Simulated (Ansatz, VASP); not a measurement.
**LiF in VASP and in Ansatz**

```
CELL_PARAMETERS angstrom
0.00000 2.01400 2.01400
2.01400 0.00000 2.01400
2.01400 2.01400 0.00000
ATOMIC_POSITIONS crystal
Li 0.00000 0.00000 0.00000
F 0.50000 0.50000 0.50000
```

Alike in both runs: task single point; functional PBE; k mesh 2 × 2 × 2; occupations fermi-dirac, width 0.01 eV; no spin polarisation.

```csv
,VASP,Ansatz
version,VASP 6.6.1,Ansatz 0.2.0
potentials or method,"VASP PAW PBE potentials, release 64 (Li_sv, F), cutoff 750 eV","plane waves, PAW"
valence electrons in the cell,10,10
```

|  | VASP | Ansatz | Ansatz less VASP |
| --- | --- | --- | --- |
| gap on the k mesh at the Fermi level (eV) | 8.92 | 8.93 | +0.010 |

The functional is the same, so the differences come from potentials, cutoffs and numerics.

The k mesh is coarse, so the values compare programs but aren't converged.
